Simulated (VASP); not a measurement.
Write the native input for VASP 6.6.1 that does the following.

```yaml
Task: single point
Functional: PBEsol
Dispersion: D3(BJ)
Potentials_or_basis: VASP PAW PBE potentials, release 64 (B, N)
Cutoff: 520 eV
k_mesh: 12 × 12 × 12
Occupations: gaussian, width 0.05 eV
Spin: no spin polarisation
Dipole_correction: no
Further_INCAR_settings: ALGO = Normal; EDIFF = 1e-07; NBANDS = 11
```

The structure of BN lies in POSCAR:

```
BN
1.0
    0.0000000000      1.8074995743      1.8074995743
    1.8074995743      0.0000000000      1.8074995743
    1.8074995743      1.8074995743      0.0000000000
B N
1 1
Direct
    0.0000000000      0.0000000000      0.0000000000
    0.7500000000      0.7500000000      0.7500000000
```

The input as run:

INCAR

```
  ALGO = Normal
  EDIFF = 1E-7
  ENCUT = 520
  GGA = PS
  ISIF = 2
  ISMEAR = 0
  IVDW = 12
  LASPH = True
  LCHARG = True
  LELF = True
  LREAL = False
  LVHAR = True
  LWAVE = False
  NBANDS = 11
  NELM = 80
  PREC = Accurate
  SIGMA = 0.05
```

KPOINTS

```
k-points
0
Gamma
  12 12 12
```

Potentials or basis: VASP PAW PBE potentials, release 64 (B, N).

Run with:

```bash
$ cat potpaw_PBE.64/B/POTCAR potpaw_PBE.64/N/POTCAR > POTCAR
$ mpirun -np 1 vasp_std > vasp.out
```

Results of the run:

| Item | Value |
| --- | --- |
| Pressure | -6.3 GPa |
| Band gap on the k mesh | 4.28 eV, indirect (least direct gap 8.76 eV) |
| Dispersion energy per atom | -0.144 eV |

Caveat: the PAW data sets were made with another functional, which shifts forces and pressure a little.

Wall time 4.8 s on 1 thread of Intel(R) Xeon(R) 6975P-C (Granite Rapids), on a shared host, peak memory 0.13 GiB.
